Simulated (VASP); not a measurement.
# BeTe (hsec) (F-43m) in VASP: notebook, part 2 of 2

VASP 6.6.1. The steps go on from the part before.

## (3) Relaxation of cell and atoms, HSE06

This run uses another cell than the first one, of 22.01 Å³/atom, 0.986 times its volume.

The input, POSCAR:

```
BeTe
1.0
    0.0000000000      2.8023799443      2.8023799443
    2.8023799443      0.0000000000      2.8023799443
    2.8023799443      2.8023799443      0.0000000000
Be Te
1 1
Direct
    0.0000000000      0.0000000000      0.0000000000
    0.2500000000      0.2500000000      0.2500000000
```

The input, INCAR.step1:

```
SYSTEM = BeTe
ALGO     = Normal         ! electronic algorithm
EDIFF    = 1E-5           ! SCF threshold, eV
ENCUT    = 600            ! plane-wave cutoff, eV
GGA      = PE             ! functional
ISMEAR   = 0              ! smearing method
LASPH    = .True.         ! aspherical terms in the spheres
LCHARG   = .False.        ! write CHGCAR
LREAL    = .False.        ! projectors in reciprocal space
LWAVE    = .True.         ! write WAVECAR
NBANDS   = 11             ! bands
NELM     = 100            ! most SCF steps
PREC     = Accurate       ! precision mode
SIGMA    = 0.02           ! smearing width, eV
```

The input, INCAR.step2:

```
SYSTEM = BeTe
ALGO     = Normal         ! electronic algorithm
EDIFF    = 1E-7           ! SCF threshold, eV
EDIFFG   = -0.003         ! ionic threshold
ENCUT    = 600            ! plane-wave cutoff, eV
GGA      = PE             ! functional
HFSCREEN = 0.2079         ! screening, 1/A
IBRION   = 2              ! ionic algorithm
ISIF     = 3              ! what is computed and relaxed
ISMEAR   = 0              ! smearing method
ISTART   = 1            
LASPH    = .True.         ! aspherical terms in the spheres
LCHARG   = .False.        ! write CHGCAR
LHFCALC  = .True.         ! exact exchange
LREAL    = .False.        ! projectors in reciprocal space
LWAVE    = .False.        ! write WAVECAR
NELM     = 100            ! most SCF steps
NSW      = 50             ! ionic steps
PREC     = Accurate       ! precision mode
PRECFOCK = Normal       
SIGMA    = 0.02           ! smearing width, eV
```

The input, KPOINTS:

```
k-points
0
Gamma
  6 6 6
  0 0 0
```

Potentials or basis: VASP PAW PBE potentials, release 64 (Be, Te).

The run is started by

```bash
cat potpaw_PBE.64/Be/POTCAR potpaw_PBE.64/Te/POTCAR > POTCAR
cp INCAR.step1 INCAR
mpirun -np 1 vasp_std > vasp.out
cp INCAR.step2 INCAR
mpirun -np 1 vasp_std > vasp.out
```

OUTCAR:

```text
SYSTEM = BeTe
   EDIFF = 1E-7
   EDIFFG = -0.003
   ENCUT = 600
   GGA = PE
   HFSCREEN = 0.2079
   IBRION = 2
   ISIF = 3
   ISMEAR = 0
   ISTART = 1
   LASPH = .True.
   LHFCALC = .True.
   LREAL = .False.
   NELM = 100
   NSW = 50
   PREC = Accurate
   PRECFOCK = Normal

 ion  position               nearest neighbor table
   1  0.000  0.000  0.000-   2 2.43   2 2.43   2 2.43   2 2.43
   2  0.250  0.250  0.250-   1 2.43   1 2.43   1 2.43   1 2.43

  LATTYP: Found a face centered cubic cell.
 ALAT       =     5.6047598886

  Lattice vectors:

 A1 = (   0.0000000000,   2.8023799443,   2.8023799443)
 A2 = (   2.8023799443,   0.0000000000,   2.8023799443)
 A3 = (   2.8023799443,   2.8023799443,   0.0000000000)

Analysis of symmetry for initial positions (statically):
=====================================================================
 Subroutine PRICEL returns:
 Original cell was already a primitive cell.

 Routine SETGRP: Setting up the symmetry group for a
 face centered cubic supercell.

 Subroutine GETGRP returns: Found 24 space group operations
 (whereof 24 operations were pure point group operations)
 out of a pool of 48 trial point group operations.
[... 151 lines left out ...]
  NGX = 24; NGY = 24; NGZ = 24

--------------------------------------- Ionic step        1  -------------------------------------------

 number of electron       8.0000000 magnetization

 Free energy of the ion-electron system (eV)
  ---------------------------------------------------
  ext. energy  EPLUGINS =         0.00000000
  ---------------------------------------------------
  free energy    TOTEN  =        -8.75178960 eV

  energy without entropy =       -8.75178960  energy(sigma->0) =       -8.75178960

------------------------ aborting loop because EDIFF is reached ----------------------------------------

  FORCE on cell =-STRESS in cart. coord.  units (eV):
  Direction    XX          YY          ZZ          XY          YZ          ZX
  --------------------------------------------------------------------------------------
  -------------------------------------------------------------------------------------
  Total        0.2093441      0.2093441      0.2093441      0.0000000     -0.0000000      0.0000000
  in kB        7.6200938      7.6200938      7.6200938      0.0000000     -0.0000000      0.0000000
  external PRESSURE =       7.6200938 kB  Pullay stress =       0.0000000 kB
[... 59 lines left out ...]
--------------------------------------- Ionic step        3  -------------------------------------------

 number of electron       8.0000000 magnetization

 Free energy of the ion-electron system (eV)
  ---------------------------------------------------
  ext. energy  EPLUGINS =         0.00000000
  ---------------------------------------------------
  free energy    TOTEN  =        -8.75304556 eV

  energy without entropy =       -8.75304556  energy(sigma->0) =       -8.75304556

 E-fermi :   4.7419     XC(G=0):  -7.5727

 val. band max:        4.6455423110   @ k =   0.0000   0.0000   0.0000
 cond. band min:       7.2771024895   @ k =   0.5000   0.5000   0.0000
 fundamental gap:      2.6315601785
 Fermi energy:         4.7418569661

 k-point     1 :       0.0000    0.0000    0.0000
  band No.  band energies     occupation
      1      -8.8209      2.00000
      2       4.6455      2.00000
      3       4.6455      2.00000
      4       4.6455      2.00000
      5       9.1143      0.00000
      6       9.1143      0.00000
      7       9.1143      0.00000
      8       9.2528      0.00000
[... 192 lines left out ...]
  FREE ENERGIE OF THE ION-ELECTRON SYSTEM (eV)
  ---------------------------------------------------
  free  energy   TOTEN  =        -8.7530455577 eV

  energy  without entropy=       -8.7530455577  energy(sigma->0) =       -8.75304556

 reached required accuracy - stopping structural energy minimisation
```

OSZICAR.step1:

```text
N       E                     dE             d eps       ncg     rms          rms(c)
DAV:   1     0.219552694325E+02    0.21955E+02   -0.34783E+03   352   0.646E+02
DAV:   2    -0.643416812478E+01   -0.28389E+02   -0.27128E+02   451   0.109E+02
DAV:   3    -0.774051665308E+01   -0.13063E+01   -0.13040E+01   465   0.222E+01
DAV:   4    -0.775409789581E+01   -0.13581E-01   -0.13580E-01   428   0.257E+00
DAV:   5    -0.775436563736E+01   -0.26774E-03   -0.26774E-03   444   0.346E-01    0.421E+00
DAV:   6    -0.764150031099E+01    0.11287E+00   -0.13454E-01   418   0.151E+00    0.252E+00
DAV:   7    -0.760817826153E+01    0.33322E-01   -0.10854E-01   415   0.146E+00    0.509E-01
DAV:   8    -0.760883197298E+01   -0.65371E-03   -0.65544E-03   397   0.475E-01    0.802E-02
DAV:   9    -0.760908494860E+01   -0.25298E-03   -0.35112E-04   428   0.111E-01    0.322E-02
DAV:  10    -0.760914889708E+01   -0.63948E-04   -0.79335E-05   393   0.461E-02    0.154E-02
DAV:  11    -0.760915105759E+01   -0.21605E-05   -0.24885E-06   322   0.960E-03
   1 F= -.76091511E+01 E0= -.76091511E+01  d E =-.206560E-18
```

Wall time 63 min (1 thread of Intel Xeon Platinum 8488C (Sapphire Rapids), shared host); peak memory 0.3 GiB.

What came out:

- Free energy: -8.7530 eV
- Relaxed volume: 22.28 Å³/atom
- Relaxed cell: a = 3.979 Å, b = 3.979 Å, c = 3.979 Å, α = 60.00°, β = 60.00°, γ = 60.00°
- Space group after relaxing (to 0.05 Å): F-43m (No. 216)
- Energy gained by relaxing: 0.6 meV/atom
- Ionic steps: 3
- Pressure after relaxing: 0.0 GPa
- Band gap on the k mesh: 2.63 eV, indirect (least direct gap 4.47 eV)

Step by step:
| step | energy change (eV) | largest force (eV/Å) | pressure (GPa) | volume (Å³) |
| --- | --- | --- | --- | --- |
| 1 | 0.0000 | 0.0000 | 0.76 | 44.02 |
| 2 | -0.0012 | 0.0000 | -0.18 | 44.69 |
| 3 | -0.0013 | 0.0000 | 0.00 | 44.55 |

Final structure:
```cif
data_structure
_symmetry_space_group_name_H-M 'P 1'
_symmetry_Int_Tables_number 1
_cell_length_a 3.9792
_cell_length_b 3.9792
_cell_length_c 3.9792
_cell_angle_alpha 60.000
_cell_angle_beta 60.000
_cell_angle_gamma 60.000
_cell_volume 44.55
loop_
_atom_site_label
_atom_site_type_symbol
_atom_site_fract_x
_atom_site_fract_y
_atom_site_fract_z
_atom_site_occupancy
Be1 Be 0.00000 0.00000 0.00000 1
Te1 Te 0.25000 0.25000 0.25000 1
```

Levels at points of the mesh, in eV from the valence-band top:
```
           k point  band 2  band 3  band 4  band 5  band 6  band 7
(0.00, 0.00, 0.00)    0.00    0.00    0.00    4.47    4.47    4.47
(0.50, 0.00, 0.00)   -6.12   -1.23   -1.23    3.84    5.47    5.47
(0.50, 0.50, 0.00)   -5.67   -2.89   -2.89    2.63    3.38   11.09
```

Caveat: the PAW data sets were made with another functional, which shifts forces and pressure a little; spin-orbit coupling is left out, which moves the levels of the heavy elements. A k mesh can miss the band edges.
